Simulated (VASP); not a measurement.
# Cu2O (Pn-3m) in VASP: a series of runs

The runs below take Cu2O through relaxation of the atoms, single point, with PBE.

All numbers are computed with VASP 6.6.1; they aren't measurements. Logs are shortened: lines on timing, memory, paths and dates and some standing lists are left out, and cuts for length are marked.

## 1. The cell of the first run

Symmetry: Pn-3m, No. 224, cubic system. Conventional cell: a = 4.260 Å, b = 4.260 Å, c = 4.260 Å, α = 90.00°, β = 90.00°, γ = 90.00°. Within 2.4 Å of Cu (site symmetry -3m) lie 2 O at 1.84 Å. Within 2.4 Å of O (site symmetry -43m) lie 4 Cu at 1.84 Å.

## 2. Relaxation of the atoms, PBE

File INCAR:

```
SYSTEM = Cu2O
PREC = Accurate
ENCUT = 520
EDIFF = 1E-7
ISMEAR = -1
SIGMA = 0.02
LREAL = .False.
LASPH = .True.
NELM = 120
ALGO = Normal
ISIF = 2
LWAVE = .False.
LCHARG = .False.
GGA = PE
IBRION = 2
NSW = 80
EDIFFG = -0.02
GGA_COMPAT = .False.
NELMIN = 4
```

File KPOINTS:

```
regular mesh
0
Gamma
  7 7 7
  0 0 0
```

File POSCAR:

```
Cu2O
1.0
    4.2600000000      0.0000000000      0.0000000000
    0.0000000000      4.2600000000      0.0000000000
    0.0000000000      0.0000000000      4.2600000000
Cu O
4 2
Direct
    0.2500000000      0.2500000000      0.2500000000
    0.2500000000      0.7500000000      0.7500000000
    0.7500000000      0.7500000000      0.2500000000
    0.7500000000      0.2500000000      0.7500000000
    0.0000000000      0.0000000000      0.0000000000
    0.5000000000      0.5000000000      0.5000000000
```

Potentials or basis: VASP PAW PBE potentials, release 64 (Cu, O).

Run with:

```sh
cat potpaw_PBE.64/Cu/POTCAR potpaw_PBE.64/O/POTCAR > POTCAR
mpirun -np 1 vasp_std > vasp.out
```

OUTCAR:

```text
SYSTEM = Cu2O
   PREC = Accurate
   ENCUT = 520
   EDIFF = 1E-7
   ISMEAR = -1
   LREAL = .False.
   LASPH = .True.
   NELM = 120
   ISIF = 2
   GGA = PE
   IBRION = 2
   NSW = 80
   EDIFFG = -0.02
   NELMIN = 4

 ion  position               nearest neighbor table
   1  0.250  0.250  0.250-   5 1.84   6 1.84
   2  0.250  0.750  0.750-   5 1.84   6 1.84
   3  0.750  0.750  0.250-   5 1.84   6 1.84
   4  0.750  0.250  0.750-   5 1.84   6 1.84
   5  0.000  0.000  0.000-   1 1.84   2 1.84   3 1.84   4 1.84
   6  0.500  0.500  0.500-   1 1.84   2 1.84   3 1.84   4 1.84

  LATTYP: Found a simple cubic cell.
 ALAT       =     4.2600000000

  Lattice vectors:

 A1 = (   4.2600000000,   0.0000000000,   0.0000000000)
 A2 = (   0.0000000000,   4.2600000000,   0.0000000000)
 A3 = (   0.0000000000,   0.0000000000,   4.2600000000)

Analysis of symmetry for initial positions (statically):
=====================================================================
 Subroutine PRICEL returns:
 Original cell was already a primitive cell.

 Routine SETGRP: Setting up the symmetry group for a
 simple cubic supercell.

 Subroutine GETGRP returns: Found 48 space group operations
 (whereof 24 operations were pure point group operations)
 out of a pool of 48 trial point group operations.

The static configuration has the point symmetry T_d .
 The point group associated with its full space group is O_h .

Analysis of symmetry for dynamics (positions and initial velocities):
=====================================================================
 Subroutine PRICEL returns:
 Original cell was already a primitive cell.

 Routine SETGRP: Setting up the symmetry group for a
 simple cubic supercell.

 Subroutine GETGRP returns: Found 48 space group operations
 (whereof 24 operations were pure point group operations)
 out of a pool of 48 trial point group operations.

The dynamic configuration has the point symmetry T_d .
 The point group associated with its full space group is O_h .

 Subroutine INISYM returns: Found 48 space group operations
 (whereof 24 operations are pure point group operations),
 and found     1 'primitive' translations

----------------------------------------------------------------------------------------

                                     Primitive cell

  volume of cell :      77.3088

  direct lattice vectors                    reciprocal lattice vectors
     4.260000000  0.000000000  0.000000000     0.234741784  0.000000000  0.000000000
     0.000000000  4.260000000  0.000000000     0.000000000  0.234741784  0.000000000
     0.000000000  0.000000000  4.260000000     0.000000000  0.000000000  0.234741784

  length of vectors
     4.260000000  4.260000000  4.260000000     0.234741784  0.234741784  0.234741784

  position of ions in fractional coordinates (direct lattice)
     0.250000000  0.250000000  0.250000000
     0.250000000  0.750000000  0.750000000
     0.750000000  0.750000000  0.250000000
     0.750000000  0.250000000  0.750000000
     0.000000000  0.000000000  0.000000000
     0.500000000  0.500000000  0.500000000

  ion indices of the primitive-cell ions
   primitive index   ion index
                 1           1
                 2           2
                 3           3
                 4           4
                 5           5
                 6           6

----------------------------------------------------------------------------------------

 KPOINTS: regular mesh

Automatic generation of k-mesh.
 Grid dimensions read from file:
 generate k-points for:    7    7    7

 Generating k-lattice:

  Cartesian coordinates                     Fractional coordinates (reciprocal lattice)
     0.033534541  0.000000000  0.000000000     0.142857143  0.000000000  0.000000000
     0.000000000  0.033534541  0.000000000     0.000000000  0.142857143  0.000000000
     0.000000000  0.000000000  0.033534541     0.000000000  0.000000000  0.142857143

  Length of vectors
     0.033534541  0.033534541  0.033534541

  Shift w.r.t. Gamma in fractional coordinates (k-lattice)
     0.000000000  0.000000000  0.000000000

 Subroutine IBZKPT returns following result:
 ===========================================

 Found     20 irreducible k-points:

 Following reciprocal coordinates:
            Coordinates               Weight
  0.000000  0.000000  0.000000      1.000000
  0.142857  0.000000  0.000000      6.000000
  0.285714  0.000000  0.000000      6.000000
  0.428571  0.000000  0.000000      6.000000
  0.142857  0.142857  0.000000     12.000000
  0.285714  0.142857  0.000000     24.000000
[... 12 lines left out ...]
  0.428571  0.428571  0.285714     24.000000
  0.428571  0.428571  0.428571      8.000000
   k-points           NKPTS =     20   k-points in BZ     NKDIM =     20   number of bands    NBANDS=     33
   number of dos      NEDOS =    301   number of ions     NIONS =      6
   total plane-waves  NPLWV =  32768
   dimension x,y,z NGX =    32 NGY =   32 NGZ =   32
   dimension x,y,z NGXF=    64 NGYF=   64 NGZF=   64
   ions per type =               4   2
   NGX,Y,Z   is equivalent  to a cutoff of  12.49, 12.49, 12.49 a.u.
   NGXF,Y,Z  is equivalent  to a cutoff of  24.98, 24.98, 24.98 a.u.
 SYSTEM =  Cu2O
   PREC   = accura    normal or accurate (medium, high low for compatibility)
   ISTART =      0    job   : 0-new  1-cont  2-samecut
   ICHARG =      2    charge: 1-file 2-atom 10-const
   ISPIN  =      1    spin polarized calculation?
   LNONCOLLINEAR =      F non collinear calculations
   LSORBIT =      F    spin-orbit coupling
   LASPH  =      T    aspherical Exc in radial PAW
   ENCUT  =  520.0 eV  38.22 Ry    6.18 a.u.   7.92  7.92  7.92*2*pi/ulx,y,z
   NELM   =    120;   NELMIN=  4; NELMDL= -5     # of ELM steps
   EDIFF  = 0.1E-06   stopping-criterion for ELM
   LREAL  =      F    real-space projection
   EDIFFG = -.2E-01   stopping-criterion for IOM
   NSW    =     80    number of steps for IOM
   IBRION =      2    ionic relax: 0-MD 1-quasi-New 2-CG
   NFREE  =      1    steps in history (QN), initial steepest desc. (CG)
   ISIF   =      2    stress and relaxation
   ISYM   =      2    0-nonsym 1-usesym 2-fastsym
   POTIM  = 0.5000    time-step for ionic-motion
   TEBEG  =    0.0;   TEEND  =   0.0 temperature during run
   PSTRESS=    0.0 pullay stress
   NELECT =      56.0000    total number of electrons
   NUPDOWN=      -1.0000    fix difference up-down
   EMIN   =  10.00;   EMAX   =-10.00  energy-range for DOS
   EFERMI =   0.00;   METHOD = LEGACY
   ISMEAR =    -1;   SIGMA  =   0.02  broadening in eV -4-tet -1-fermi 0-gaus
   EFERMI_NEDOS =   21; number of points for ismear=-14 and -15
   IALGO  =     38    algorithm
   IMIX   =      4    mixing-type and parameters
     AMIX     =   0.40;   BMIX     =  1.00
     AMIX_MAG =   1.60;   BMIX_MAG =  1.00
  volume/ion in A,a.u.               =      12.88        86.95
  Fermi-wavevector in a.u.,A,eV,Ry     =   1.470261  2.778391 29.411289  2.161669
  Thomas-Fermi vector in A             =   2.585540
   LORBIT       =      0    0 simple, 1 ext, 2 COOP (PROOUT), +10 PAW based schemes
   GGA     = PE    functional components
   LHFCALC =     F    Hartree Fock is set to
   AEXX    =    0.0000 exact exchange contribution
   IVDW    =     0    specifies the selected vdW correction
   LEPSILON=     F    determine dielectric tensor
   LRPA    =     F    only Hartree local field effects (RPA)
 conjugate gradient relaxation of ions
 non-spin polarized calculation
  energy-cutoff  :      520.00
  volume of cell :       77.31
 maximum number of plane-waves:      2103
 NGX is ok and might be reduce to    32
   NGX = 15   NGY = 15   NGZ = 15

 number of electron      56.0000098 magnetization

 Free energy of the ion-electron system (eV)
  ---------------------------------------------------
  ext. energy  EPLUGINS =         0.00000000
  ---------------------------------------------------
  free energy    TOTEN  =       -27.25436129 eV

  energy without entropy =      -27.25436128  energy(sigma->0) =      -27.25436128

 E-fermi :   5.0573     XC(G=0): -11.0459

 val. band max:        4.7738805925   @ k =   0.0000   0.0000   0.0000
 cond. band min:       5.3126793585   @ k =   0.0000   0.0000   0.0000
 fundamental gap:      0.5387987660
 Fermi energy:         5.0573310459

 k-point     1 :       0.0000    0.0000    0.0000
  band No.  band energies     occupation
      1     -15.3868      2.00000
      2     -14.6485      2.00000
      3      -2.4738      2.00000
      4      -2.4738      2.00000
      5      -2.4738      2.00000
      6      -0.0896      2.00000
[... 25 lines left out ...]
     32      12.7254      0.00000
     33      12.7254      0.00000

 k-point     2 :       0.1429    0.0000    0.0000
  band No.  band energies     occupation
      1     -15.3494      2.00000
      2     -14.6842      2.00000
      3      -2.4232      2.00000
      4      -2.3981      2.00000
      5      -2.3981      2.00000
      6      -0.5443      2.00000
[... 25 lines left out ...]
     32      12.3323      0.00000
     33      12.6270      0.00000

 k-point     3 :       0.2857    0.0000    0.0000
  band No.  band energies     occupation
      1     -15.2458      2.00000
      2     -14.7849      2.00000
      3      -2.2659      2.00000
      4      -2.1867      2.00000
      5      -2.1867      2.00000
      6      -1.0891      2.00000
[... 25 lines left out ...]
     32      11.3541      0.00000
     33      12.2556      0.00000

 k-point     4 :       0.4286    0.0000    0.0000
  band No.  band energies     occupation
      1     -15.0965      2.00000
      2     -14.9319      2.00000
      3      -1.9905      2.00000
      4      -1.9199      2.00000
      5      -1.9199      2.00000
      6      -1.5919      2.00000
[... 529 lines left out ...]
     32       9.1042      0.00000
     33       9.4177      0.00000

 k-point    19 :       0.4286    0.4286    0.2857
  band No.  band energies     occupation
      1     -15.1573      2.00000
      2     -14.8008      2.00000
      3      -2.4493      2.00000
      4      -2.4299      2.00000
      5      -2.1530      2.00000
      6      -0.9974      2.00000
[... 25 lines left out ...]
     32       8.6404      0.00000
     33       9.7733      0.00000

 k-point    20 :       0.4286    0.4286    0.4286
  band No.  band energies     occupation
      1     -15.1931      2.00000
      2     -14.7481      2.00000
      3      -2.3791      2.00000
      4      -2.3645      2.00000
      5      -2.3645      2.00000
      6      -0.9216      2.00000
[... 25 lines left out ...]
     32       9.3262      0.00000
     33       9.6491      0.00000

------------------------ aborting loop because EDIFF is reached ----------------------------------------

  FORCE on cell =-STRESS in cart. coord.  units (eV):
  Direction    XX          YY          ZZ          XY          YZ          ZX
  --------------------------------------------------------------------------------------
  -------------------------------------------------------------------------------------
  Total        1.9381892      1.9381892      1.9381892     -0.0000000     -0.0000000      0.0000000
  in kB       40.1677918     40.1677918     40.1677918     -0.0000000     -0.0000000      0.0000000
  external PRESSURE =      40.1677918 kB  Pullay stress =       0.0000000 kB

 VOLUME and BASIS-vectors are now :
 -----------------------------------------------------------------------------
  energy-cutoff  :      520.00
  volume of cell :       77.31
      direct lattice vectors                 reciprocal lattice vectors
     4.260000000  0.000000000  0.000000000     0.234741784  0.000000000  0.000000000
     0.000000000  4.260000000  0.000000000     0.000000000  0.234741784  0.000000000
     0.000000000  0.000000000  4.260000000     0.000000000  0.000000000  0.234741784

 POSITION                                       TOTAL-FORCE (eV/Angst)
 -----------------------------------------------------------------------------------
      1.06500      1.06500      1.06500        -0.000000      0.000000      0.000000
      1.06500      3.19500      3.19500        -0.000000      0.000000     -0.000000
      3.19500      3.19500      1.06500         0.000000     -0.000000      0.000000
      3.19500      1.06500      3.19500         0.000000      0.000000     -0.000000
      0.00000      0.00000      0.00000        -0.000000     -0.000000     -0.000000
      2.13000      2.13000      2.13000         0.000000     -0.000000     -0.000000
 -----------------------------------------------------------------------------------
    total drift:                               -0.000000      0.000000      0.000000

  FREE ENERGIE OF THE ION-ELECTRON SYSTEM (eV)
  ---------------------------------------------------
  free  energy   TOTEN  =       -27.2543612890 eV

  energy  without entropy=      -27.2543612791  energy(sigma->0) =      -27.25436128

 reached required accuracy - stopping structural energy minimisation
```

Wall time 40 s (1 thread of Intel Xeon Platinum 8259CL at 2.50GHz (Skylake/Cascade Lake), shared host); peak memory 0.2 GiB.

What came out:

- Free energy: -27.2544 eV
- Pressure after relaxing: 4.0 GPa
- Band gap on the k mesh: 0.54 eV, direct

Final structure:
```xyz
6
Lattice="4.2600 0.0000 0.0000 0.0000 4.2600 0.0000 0.0000 0.0000 4.2600" Properties=species:S:1:pos:R:3 pbc="T T T"
Cu    1.0650    1.0650    1.0650
Cu    1.0650    3.1950    3.1950
Cu    3.1950    3.1950    1.0650
Cu    3.1950    1.0650    3.1950
O     0.0000    0.0000    0.0000
O     2.1300    2.1300    2.1300
```

Caveat: the relaxation stopped at its first step, so nothing moved. Expect the measured gap to be larger: semilocal functionals such as PBE lack the derivative discontinuity.

## 3. Single point, PBE

File INCAR:

```
PREC = Accurate ; ENCUT = 600
EDIFF = 1E-6 ; ISMEAR = -1
SIGMA = 0.02 ; LREAL = F
LASPH = T ; NELM = 120
ALGO = Normal ; ISIF = 2
LWAVE = F ; LCHARG = F
GGA = PE ; NBANDS = 37
GGA_COMPAT = F
```

File KPOINTS:

```
regular mesh
0
Gamma
  7 7 7
```

POSCAR is that of step 2.

Potentials or basis: VASP PAW PBE potentials, release 64 (Cu, O).

Run with:

```sh
cat potpaw_PBE.64/Cu/POTCAR potpaw_PBE.64/O/POTCAR > POTCAR
mpirun -np 1 vasp_std > vasp.out
```

OUTCAR:

```text
PREC = Accurate
   ENCUT = 600
   EDIFF = 1E-6
   ISMEAR = -1
   LREAL = F
   LASPH = T
   NELM = 120
   ISIF = 2
   GGA = PE

 ion  position               nearest neighbor table
   1  0.250  0.250  0.250-   5 1.84   6 1.84
   2  0.250  0.750  0.750-   5 1.84   6 1.84
   3  0.750  0.750  0.250-   5 1.84   6 1.84
   4  0.750  0.250  0.750-   5 1.84   6 1.84
   5  0.000  0.000  0.000-   1 1.84   2 1.84   3 1.84   4 1.84
[... 1002 lines left out ...]
  -------------------------------------------------------------------------------------
  Total        1.8831854      1.8831854      1.8831854     -0.0000000     -0.0000000     -0.0000000
  in kB       39.0278720     39.0278720     39.0278720     -0.0000000     -0.0000000     -0.0000000
  external PRESSURE =      39.0278720 kB  Pullay stress =       0.0000000 kB

 VOLUME and BASIS-vectors are now :
 -----------------------------------------------------------------------------
  energy-cutoff  :      600.00
  volume of cell :       77.31
      direct lattice vectors                 reciprocal lattice vectors
     4.260000000  0.000000000  0.000000000     0.234741784  0.000000000  0.000000000
     0.000000000  4.260000000  0.000000000     0.000000000  0.234741784  0.000000000
     0.000000000  0.000000000  4.260000000     0.000000000  0.000000000  0.234741784

 POSITION                                       TOTAL-FORCE (eV/Angst)
 -----------------------------------------------------------------------------------
      1.06500      1.06500      1.06500        -0.000000      0.000000      0.000000
      1.06500      3.19500      3.19500         0.000000      0.000000     -0.000000
      3.19500      3.19500      1.06500         0.000000     -0.000000      0.000000
      3.19500      1.06500      3.19500         0.000000     -0.000000      0.000000
      0.00000      0.00000      0.00000        -0.000000      0.000000     -0.000000
      2.13000      2.13000      2.13000        -0.000000      0.000000     -0.000000
 -----------------------------------------------------------------------------------
    total drift:                                0.000000      0.000000      0.000000

  FREE ENERGIE OF THE ION-ELECTRON SYSTEM (eV)
  ---------------------------------------------------
  free  energy   TOTEN  =       -27.2593301043 eV

  energy  without entropy=      -27.2593300944  energy(sigma->0) =      -27.25933010
```

stdout:

```text
POSCAR found type information on POSCAR CuO
 POSCAR found :  2 types and       6 ions
 scaLAPACK will be used
 LDA part: xc-table for (Slater+PW92), standard interpolation
 POSCAR, INCAR and KPOINTS ok, starting setup
 FFT: planning ... GRIDC
 FFT: planning ... GRID_SOFT
 FFT: planning ... GRID
 WAVECAR not read
 entering main loop
```

Run time: 44 s. Hardware: 1 thread of Intel Xeon 6975P-C (Granite Rapids), shared host; peak memory 0.22 GiB.

What came out:

* Free energy: -27.2593 eV
* Pressure: 3.9 GPa
* Band gap on the k mesh: 0.54 eV, direct
